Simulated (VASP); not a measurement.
WC:

```
CELL_PARAMETERS angstrom
0.00000 2.19268 2.19268
2.19268 0.00000 2.19268
2.19268 2.19268 0.00000
ATOMIC_POSITIONS crystal
W 0.00000 0.00000 0.00000
C 0.50000 0.50000 0.50000
```

| Item | Value |
| --- | --- |
| Program | VASP 6.6.1 |
| Task | relaxation of cell and atoms |
| Functional | PBEsol |
| Potentials or basis | VASP PAW PBE potentials, release 64 (W_sv, C) |
| Cutoff | 600 eV |
| k mesh | 10 × 10 × 10 |
| Occupations | fermi-dirac, width 0.05 eV |
| Spin | no spin polarisation |

At the start: pressure -9.3 GPa; volume 10.54 Å³/atom.

Question: Where does the relaxation end?

Answer: Over 4 steps the energy falls by 7.8 meV/atom and the volume is 10.28 Å³/atom (-2.5 %); space group Fm-3m (No. 225, to 0.05 Å).

The path:
| step | energy change (eV) | largest force (eV/Å) | pressure (GPa) | volume (Å³) |
| --- | --- | --- | --- | --- |
| 1 | 0.0000 | 0.0000 | -9.33 | 21.08 |
| 2 | 0.0953 | 0.0000 | 29.13 | 19.27 |
| 3 | -0.0156 | 0.0000 | -0.22 | 20.57 |
| 4 | -0.0156 | 0.0000 | -0.07 | 20.56 |

Final structure:
```yaml
crystal:
  lattice:
    - [0.00000, 2.17439, 2.17439]
    - [2.17439, 0.00000, 2.17439]
    - [2.17439, 2.17439, 0.00000]
  atoms:
    - { symbol: W, position: [0.00000, 0.00000, 0.00000] }
    - { symbol: C, position: [0.50000, 0.50000, 0.50000] }
```

Caveat: the PAW data sets were made with another functional, which shifts forces and pressure a little.
